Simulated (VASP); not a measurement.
Here is a VASP 6.6.1 calculation.

The input INCAR:

```
ALGO = Normal
EDIFF = 1E-6
ENCUT = 520
GGA = PE
ISIF = 2
ISMEAR = 0
LASPH = True
LCHARG = False
LREAL = False
LWAVE = False
NBANDS = 64
NELM = 60
PREC = Accurate
SIGMA = 0.2
```

The input KPOINTS:

```
k-points
0
Gamma
  6 4 4
```

POSCAR

```
SnO2
1.0
   -3.9519144119      0.0000000000      0.0000000000
    0.0000000000      0.0000000000     -7.8333881654
    0.0000000000     -7.9038288238      0.0000000000
Sn O
4 8
Direct
    0.0000000000      0.0000000000      1.0000000000
    0.0000000000      0.0000000000      0.5000000000
    0.0000000000      0.5000000000      1.0000000000
    0.0000000000      0.5000000000      0.5000000000
    0.5000000000      0.0000000000      1.0000000000
    0.5000000000      0.0000000000      0.5000000000
    1.0000000000      0.5000000000      0.7500000000
    1.0000000000      0.5000000000      0.2500000000
    0.0000000000      0.7500000000      0.5000000000
    0.0000000000      0.7500000000      0.0000000000
    0.0000000000      0.2500000000      0.5000000000
    0.0000000000      0.2500000000      0.0000000000
```

Potentials or basis: VASP PAW PBE potentials, release 64 (Sn_d, O).

The run is started by

```console
$ cat potpaw_PBE.64/Sn_d/POTCAR potpaw_PBE.64/O/POTCAR > POTCAR
$ mpirun -np 1 vasp_std > vasp.out
```

Question: What does it give for the band gap on the k mesh?

Answer: Zero (bands 52 and 53 overlap by 0.10 eV).

Question: Predict the pressure.

Answer: 0.4 GPa.

Stress tensor (GPa, compression positive):
```
0.33 0.00 0.00
0.00 0.31 0.00
0.00 0.00 0.70
```

Caveat: semilocal functionals underestimate gaps, and a narrow one can read as zero; spin-orbit coupling is left out, which moves the levels of the heavy elements.
